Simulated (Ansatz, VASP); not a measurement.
# Bi: VASP beside Ansatz

```
Bi
1.0
     2.31758    1.33806    4.03155
    -2.31758    1.33806    4.03155
     0.00000   -2.67611    4.03155
Bi
2
Direct
  0.23389 0.23389 0.23389
  0.76611 0.76611 0.76611
```

Change from the starting cell: volume scaled by 1.06.

Alike in both runs: task single point; functional PBE; k mesh 11 × 11 × 11; occupations fermi-dirac, width 0.03 eV; no spin polarisation.

```csv
,VASP,Ansatz
version,VASP 6.6.1,Ansatz 0.2.0
potentials or method,"VASP PAW PBE potentials, release 64 (Bi_d), cutoff 520 eV","all-electron LAPW, scalar-relativistic"
```

|  | VASP | Ansatz | Ansatz less VASP |
| --- | --- | --- | --- |
| pressure (GPa) | -0.9 | -0.8 | +0.05 |
| traceless stress, the component that is largest in VASP (GPa) | 0.35 | 0.35 | +0.001 |
| rms of the force components (eV/Å) | 0.033 | 0.036 | +0.0036 |

Atom by atom the forces differ by 0.004 eV/Å (rms over components). Ansatz ran all-electron here, and VASP with PAW potentials.

Neither program's run includes spin-orbit coupling.
